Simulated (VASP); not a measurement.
# Nb (Fm-3m) in VASP: notebook

The runs below take Nb through single point, with BLYP, PBE.

Everything below comes from runs of VASP 6.6.1. Logs are shortened: lines on timing, memory, paths and dates and some standing lists are left out, and cuts for length are marked.

## (1) The cell of the first run

Symmetry: Fm-3m, No. 225, cubic system. The conventional cell has a = 4.266 Å, b = 4.266 Å, c = 4.266 Å, α = 90.00°, β = 90.00°, γ = 90.00°. Within 4.0 Å of Nb (site symmetry m-3m) lie 12 Nb at 3.02 Å.

## (2) Single point, BLYP

File INCAR:

```
SYSTEM = Nb
AGGAC = 1.0 ; AGGAX = 1.0
ALDAC = 0.0 ; ALDAX = 1.0
ALGO = Normal ; EDIFF = 1E-7
ENCUT = 520 ; GGA = B5
ISIF = 2 ; ISMEAR = -1
LASPH = .TRUE. ; LCHARG = .FALSE.
LREAL = .FALSE. ; LWAVE = .FALSE.
NBANDS = 12 ; NELM = 100
PREC = Accurate ; SIGMA = 0.05
```

File KPOINTS:

```
k-points
0
G
  11 11 11
  0 0 0
```

File POSCAR:

```
Nb
1.0
    0.0000000000      2.1330700631      2.1330700631
    2.1330700631      0.0000000000      2.1330700631
    2.1330700631      2.1330700631      0.0000000000
Nb
1
Direct
    0.0000000000      0.0000000000      0.0000000000
```

Potentials or basis: VASP PAW PBE potentials, release 64 (Nb_sv).

Run with:

```sh
> cat potpaw_PBE.64/Nb_sv/POTCAR > POTCAR
> mpirun -np 1 vasp_std > vasp.out
```

OUTCAR:

```text
SYSTEM = Nb
   EDIFF = 1E-7
   ENCUT = 520
   GGA = B5
   ISIF = 2
   ISMEAR = -1
   LASPH = .TRUE.
   LREAL = .FALSE.
   NELM = 100
   PREC = Accurate

 ion  position               nearest neighbor table
   1  0.000  0.000  0.000-

  LATTYP: Found a face centered cubic cell.
 ALAT       =     4.2661401262

  Lattice vectors:

 A1 = (   0.0000000000,   2.1330700631,   2.1330700631)
 A2 = (   2.1330700631,   0.0000000000,   2.1330700631)
 A3 = (   2.1330700631,   2.1330700631,   0.0000000000)

Analysis of symmetry for initial positions (statically):
=====================================================================
 Subroutine PRICEL returns:
 Original cell was already a primitive cell.

 Routine SETGRP: Setting up the symmetry group for a
 face centered cubic supercell.

 Subroutine GETGRP returns: Found 48 space group operations
 (whereof 48 operations were pure point group operations)
 out of a pool of 48 trial point group operations.

The static configuration has the point symmetry O_h .

Analysis of symmetry for dynamics (positions and initial velocities):
=====================================================================
 Subroutine PRICEL returns:
 Original cell was already a primitive cell.

 Routine SETGRP: Setting up the symmetry group for a
 face centered cubic supercell.

 Subroutine GETGRP returns: Found 48 space group operations
 (whereof 48 operations were pure point group operations)
 out of a pool of 48 trial point group operations.

The dynamic configuration has the point symmetry O_h .

 Subroutine INISYM returns: Found 48 space group operations
 (whereof 48 operations are pure point group operations),
 and found     1 'primitive' translations

----------------------------------------------------------------------------------------

                                     Primitive cell

  volume of cell :      19.4109

  direct lattice vectors                    reciprocal lattice vectors
     0.000000000  2.133070063  2.133070063    -0.234403927  0.234403927  0.234403927
     2.133070063  0.000000000  2.133070063     0.234403927 -0.234403927  0.234403927
     2.133070063  2.133070063  0.000000000     0.234403927  0.234403927 -0.234403927

  length of vectors
     3.016616613  3.016616613  3.016616613     0.405999512  0.405999512  0.405999512

  position of ions in fractional coordinates (direct lattice)
     0.000000000  0.000000000  0.000000000
[... 81 lines left out ...]
   NFREE  =      0    steps in history (QN), initial steepest desc. (CG)
   ISIF   =      2    stress and relaxation
   ISYM   =      2    0-nonsym 1-usesym 2-fastsym
   POTIM  = 0.5000    time-step for ionic-motion
   TEBEG  =    0.0;   TEEND  =   0.0 temperature during run
   PSTRESS=    0.0 pullay stress
   NELECT =      13.0000    total number of electrons
   NUPDOWN=      -1.0000    fix difference up-down
   EMIN   =  10.00;   EMAX   =-10.00  energy-range for DOS
   EFERMI =   0.00;   METHOD = LEGACY
   ISMEAR =    -1;   SIGMA  =   0.05  broadening in eV -4-tet -1-fermi 0-gaus
   EFERMI_NEDOS =   21; number of points for ismear=-14 and -15
   IALGO  =     38    algorithm
   IMIX   =      4    mixing-type and parameters
     AMIX     =   0.40;   BMIX     =  1.00
     AMIX_MAG =   1.60;   BMIX_MAG =  1.00
  volume/ion in A,a.u.               =      19.41       130.99
  Fermi-wavevector in a.u.,A,eV,Ry     =   1.432323  2.706697 27.913004  2.051548
  Thomas-Fermi vector in A             =   2.551963
   LORBIT       =      0    0 simple, 1 ext, 2 COOP (PROOUT), +10 PAW based schemes
   GGA     = B5    functional components
   LHFCALC =     F    Hartree Fock is set to
   AEXX    =    0.0000 exact exchange contribution
   IVDW    =     0    specifies the selected vdW correction
   LEPSILON=     F    determine dielectric tensor
   LRPA    =     F    only Hartree local field effects (RPA)
 non-spin polarized calculation
  energy-cutoff  :      520.00
  volume of cell :       19.41
 maximum number of plane-waves:       534
   NGX = 11   NGY = 11   NGZ = 11

 number of electron      12.9999999 magnetization

 Free energy of the ion-electron system (eV)
  ---------------------------------------------------
  ext. energy  EPLUGINS =         0.00000000
  ---------------------------------------------------
  free energy    TOTEN  =        -8.55598369 eV

  energy without entropy =       -8.54357478  energy(sigma->0) =       -8.54977924

 E-fermi :  11.0609     XC(G=0): -11.5128

 val. band max:       11.0431835582   @ k =   0.3636   0.2727   0.0909
 cond. band min:      11.0758984097   @ k =  -0.1818   0.1818   0.0000
 fundamental gap:      0.0327148515
 Fermi energy:        11.0609406619

 k-point     1 :       0.0000    0.0000    0.0000
  band No.  band energies     occupation
      1     -43.6561      2.00000
      2     -19.2202      2.00000
      3     -19.2202      2.00000
      4     -19.2202      2.00000
      5       5.0877      2.00000
      6      11.1024      0.60784
      7      11.1024      0.60784
      8      11.1024      0.60784
      9      13.5505      0.00000
     10      13.5505      0.00000
     11      22.9349      0.00000
     12      27.6097      0.00000
[... 331 lines left out ...]
 k-point    24 :      -0.1818    0.1818    0.0000
  band No.  band energies     occupation
      1     -43.5436      2.00000
      2     -19.8169      2.00000
      3     -19.4698      2.00000
      4     -19.2903      2.00000
      5       7.5958      2.00000
      6       9.8844      2.00000
      7      11.0759      0.85153
      8      12.3300      0.00000
      9      12.3432      0.00000
     10      15.1258      0.00000
     11      24.2882      0.00000
     12      26.7067      0.00000

 [... further k-points ...]

------------------------ aborting loop because EDIFF is reached ----------------------------------------

  FORCE on cell =-STRESS in cart. coord.  units (eV):
  Direction    XX          YY          ZZ          XY          YZ          ZX
  --------------------------------------------------------------------------------------
  -------------------------------------------------------------------------------------
  Total       -0.0047432     -0.0047432     -0.0047432      0.0000000      0.0000000      0.0000000
  in kB       -0.3915036     -0.3915036     -0.3915036      0.0000000      0.0000000      0.0000000
  external PRESSURE =      -0.3915036 kB  Pullay stress =       0.0000000 kB

 VOLUME and BASIS-vectors are now :
 -----------------------------------------------------------------------------
  energy-cutoff  :      520.00
  volume of cell :       19.41
      direct lattice vectors                 reciprocal lattice vectors
     0.000000000  2.133070063  2.133070063    -0.234403927  0.234403927  0.234403927
     2.133070063  0.000000000  2.133070063     0.234403927 -0.234403927  0.234403927
     2.133070063  2.133070063  0.000000000     0.234403927  0.234403927 -0.234403927

 POSITION                                       TOTAL-FORCE (eV/Angst)
 -----------------------------------------------------------------------------------
      0.00000      0.00000      0.00000         0.000000     -0.000000     -0.000000
 -----------------------------------------------------------------------------------
    total drift:                                0.000000      0.000000     -0.000000

  FREE ENERGIE OF THE ION-ELECTRON SYSTEM (eV)
  ---------------------------------------------------
  free  energy   TOTEN  =        -8.5559836946 eV

  energy  without entropy=       -8.5435747837  energy(sigma->0) =       -8.54977924
```

stdout:

```text
POSCAR found type information on POSCAR Nb
 POSCAR found :  1 types and       1 ions
 scaLAPACK will be used
 -----------------------------------------------------------------------------
|                                                                             |
|                                                                             |
|     You enforced a specific xc type in the INCAR file but a different       |
|     I HOPE YOU KNOW WHAT YOU ARE DOING!                                     |
|                                                                             |
 -----------------------------------------------------------------------------

 LDA part: xc-table for (Slater(with rela. corr.)+VWN5), standard interpolation
 POSCAR, INCAR and KPOINTS ok, starting setup
 FFT: planning ... GRIDC
 FFT: planning ... GRID_SOFT
 FFT: planning ... GRID
 WAVECAR not read
 entering main loop
```

Run time: 24 s. Hardware: 1 thread of Intel Xeon Platinum 8259CL at 2.50GHz (Skylake/Cascade Lake), shared host; peak memory 0.14 GiB.

Results:

```
Free energy : -8.5560 eV
Pressure    : 0.0 GPa
```

Caveat: the PAW data sets were made with another functional, which shifts forces and pressure a little.

## (3) Single point, PBE

This run uses another cell than the first one, of 18.92 Å³/atom, 0.975 times its volume.

File INCAR:

```
PREC     = Accurate       # precision mode
ENCUT    = 520            # plane-wave cutoff, eV
EDIFF    = 1E-6           # SCF threshold, eV
ISMEAR   = 0              # smearing method
SIGMA    = 0.012          # smearing width, eV
LREAL    = F              # projectors in reciprocal space
LASPH    = T              # aspherical terms in the spheres
NELM     = 60             # most SCF steps
ALGO     = Fast           # electronic algorithm
ISIF     = 2              # what is computed and relaxed
LWAVE    = F              # write WAVECAR
LCHARG   = F              # write CHGCAR
GGA      = PE             # functional
NBANDS   = 12             # bands
```

File KPOINTS:

```
regular mesh
0
Gamma
  11 11 11
```

File POSCAR:

```
Nb
1.0
    0.0000000000      2.1150000000      2.1150000000
    2.1150000000      0.0000000000      2.1150000000
    2.1150000000      2.1150000000      0.0000000000
Nb
1
Direct
    0.0000000000      0.0000000000      0.0000000000
```

Potentials or basis: VASP PAW PBE potentials, release 64 (Nb_sv).

Run with:

```sh
> cat potpaw_PBE.64/Nb_sv/POTCAR > POTCAR
> mpirun -np 1 vasp_std > vasp.out
```

Wall time 26 s (1 thread of Intel Xeon Platinum 8259CL at 2.50GHz (Skylake/Cascade Lake), shared host); peak memory 0.14 GiB.

It converged, with:

* Free energy: -9.8935 eV
* Pressure: -2.3 GPa

Levels at points of the mesh, in eV from the Fermi level:
| k point | band 2 | band 3 | band 4 | band 5 | band 6 | band 7 | band 8 | band 9 | band 10 | band 11 |
| --- | --- | --- | --- | --- | --- | --- | --- | --- | --- | --- |
| (0.00, 0.00, 0.00) | -30.19 | -30.19 | -30.19 | -6.21 | 0.11 | 0.11 | 0.11 | 2.68 | 2.68 | 11.81 |

## (4) Single point, PBE

This run uses another cell than the first one, of 18.92 Å³/atom, 0.975 times its volume.

File INCAR:

```
SYSTEM = Nb
  PREC = Accurate
  ENCUT = 520
  EDIFF = 1E-6
  ISMEAR = 0
  SIGMA = 0.013000000000000001
  LREAL = .FALSE.
  LASPH = .TRUE.
  NELM = 100
  ALGO = Fast
  ISIF = 2
  LWAVE = .FALSE.
  LCHARG = .FALSE.
  GGA = PE
  NBANDS = 12
```

File KPOINTS:

```
regular mesh
0
G
  11 11 11
  0 0 0
```

POSCAR is that of step 3.

Potentials or basis: VASP PAW PBE potentials, release 64 (Nb_sv).

Run with:

```sh
> cat potpaw_PBE.64/Nb_sv/POTCAR > POTCAR
> mpirun -np 1 vasp_std > vasp.out
```

OUTCAR:

```text
SYSTEM = Nb
   PREC = Accurate
   ENCUT = 520
   EDIFF = 1E-6
   ISMEAR = 0
   LREAL = .FALSE.
   LASPH = .TRUE.
   NELM = 100
   ISIF = 2
   GGA = PE

 ion  position               nearest neighbor table
   1  0.000  0.000  0.000-

  LATTYP: Found a face centered cubic cell.
 ALAT       =     4.2300000000

  Lattice vectors:

 A1 = (   0.0000000000,   2.1150000000,   2.1150000000)
 A2 = (   2.1150000000,   0.0000000000,   2.1150000000)
 A3 = (   2.1150000000,   2.1150000000,   0.0000000000)

[... 538 lines left out ...]
     12      26.6939      0.00000

 [... further k-points ...]

------------------------ aborting loop because EDIFF is reached ----------------------------------------

  FORCE on cell =-STRESS in cart. coord.  units (eV):
  Direction    XX          YY          ZZ          XY          YZ          ZX
  --------------------------------------------------------------------------------------
  -------------------------------------------------------------------------------------
  Total       -0.2707521     -0.2707521     -0.2707521      0.0000000      0.0000000     -0.0000000
  in kB      -22.9256344    -22.9256344    -22.9256344      0.0000000      0.0000000     -0.0000000
  external PRESSURE =     -22.9256344 kB  Pullay stress =       0.0000000 kB

 VOLUME and BASIS-vectors are now :
 -----------------------------------------------------------------------------
  energy-cutoff  :      520.00
  volume of cell :       18.92
      direct lattice vectors                 reciprocal lattice vectors
     0.000000000  2.115000000  2.115000000    -0.236406619  0.236406619  0.236406619
     2.115000000  0.000000000  2.115000000     0.236406619 -0.236406619  0.236406619
     2.115000000  2.115000000  0.000000000     0.236406619  0.236406619 -0.236406619

 POSITION                                       TOTAL-FORCE (eV/Angst)
 -----------------------------------------------------------------------------------
      0.00000      0.00000      0.00000        -0.000000      0.000000     -0.000000
 -----------------------------------------------------------------------------------
    total drift:                               -0.000000     -0.000000     -0.000000

  FREE ENERGIE OF THE ION-ELECTRON SYSTEM (eV)
  ---------------------------------------------------
  free  energy   TOTEN  =        -9.8935468960 eV

  energy  without entropy=       -9.8933534898  energy(sigma->0) =       -9.89345019
```

OSZICAR:

```text
N       E                     dE             d eps       ncg     rms          rms(c)
DAV:   1     0.117257501982E+03    0.11726E+03   -0.72585E+03  1344   0.108E+03
DAV:   2    -0.542829911978E+01   -0.12269E+03   -0.11813E+03  1452   0.383E+02
DAV:   3    -0.100316396640E+02   -0.46033E+01   -0.43679E+01  1880   0.651E+01
[... 12 lines left out ...]
RMM:  16    -0.989354369378E+01   -0.10089E-04   -0.78723E-05  1893   0.443E-02    0.434E-02
RMM:  17    -0.989354376821E+01   -0.74433E-07   -0.27785E-05  1744   0.397E-02    0.232E-02
RMM:  18    -0.989354507710E+01   -0.13089E-05   -0.20960E-05  1800   0.432E-02    0.485E-03
RMM:  19    -0.989354619088E+01   -0.11138E-05   -0.88244E-06  1320   0.257E-02    0.267E-03
RMM:  20    -0.989354689597E+01   -0.70510E-06   -0.54157E-06  1199   0.176E-02
   1 F= -.98935469E+01 E0= -.98934502E+01  d E =-.193406E-03
```

stdout:

```text
POSCAR found type information on POSCAR Nb
 POSCAR found :  1 types and       1 ions
 scaLAPACK will be used
 LDA part: xc-table for (Slater+PW92), standard interpolation
 POSCAR, INCAR and KPOINTS ok, starting setup
 FFT: planning ... GRIDC
 FFT: planning ... GRID_SOFT
 FFT: planning ... GRID
 WAVECAR not read
 entering main loop
```

Wall time 26 s (1 thread of Intel Xeon Platinum 8259CL at 2.50GHz (Skylake/Cascade Lake), shared host); peak memory 0.14 GiB.

What came out:

* Free energy: -9.8935 eV
* Pressure: -2.3 GPa

## (5) Single point, PBE

This run uses another cell than the first one, of 18.92 Å³/atom, 0.975 times its volume.

File INCAR:

```
SYSTEM = Nb
PREC     = Accurate       ! precision mode
ENCUT    = 520            ! plane-wave cutoff, eV
EDIFF    = 1E-7           ! SCF threshold, eV
ISMEAR   = 0              ! smearing method
SIGMA    = 0.014          ! smearing width, eV
LREAL    = .FALSE.        ! projectors in reciprocal space
LASPH    = .TRUE.         ! aspherical terms in the spheres
NELM     = 60             ! most SCF steps
ALGO     = Normal         ! electronic algorithm
ISIF     = 2              ! what is computed and relaxed
LWAVE    = .FALSE.        ! write WAVECAR
LCHARG   = .TRUE.         ! write CHGCAR
GGA      = PE             ! functional
LELF     = .TRUE.         ! ELF
LVHAR    = .TRUE.       
NBANDS   = 12             ! bands
```

File KPOINTS:

```
Automatic mesh
0
G
  11 11 11
  0 0 0
```

POSCAR is that of step 4.

Run with:

```sh
> cat potpaw_PBE.64/Nb_sv/POTCAR > POTCAR
> mpirun -np 1 vasp_std > vasp.out
```

Wall time 16 s (1 thread of Intel Xeon Platinum 8259CL at 2.50GHz (Skylake/Cascade Lake), shared host); peak memory 0.14 GiB.

Results (log left out):

| Quantity | Value |
| --- | --- |
| Free energy | -9.8936 eV |
| Pressure | -2.3 GPa |

Levels at points of the mesh, in eV from the Fermi level:
```
           k point  band 4  band 5  band 6  band 7  band 8  band 9
(0.00, 0.00, 0.00)  -30.19   -6.21    0.11    0.11    0.11    2.68
```

## (6) The runs side by side

```csv
level,cell,smearing,gap on the mesh (eV),pressure (GPa)
BLYP,"a = 3.017 Å, angles 60.0°, 1 atom",fermi-dirac 0.05 eV,none,0.0
PBE,"a = 2.991 Å, angles 60.0°, 1 atom",gaussian 0.012 eV,none,-2.3
PBE,"a = 2.991 Å, angles 60.0°, 1 atom",gaussian 0.013 eV,none,-2.3
PBE,"a = 2.991 Å, angles 60.0°, 1 atom",gaussian 0.014 eV,none,-2.3
```

Alike in all rows: task single point; potentials or basis VASP PAW PBE potentials, release 64 (Nb_sv); no spin polarisation; k mesh 11 × 11 × 11; cutoff (eV) 520.

Caveats: the PAW data sets were made with another functional, which shifts forces and pressure a little (some runs).

Absolute energies hang on the potentials; compare differences alone.
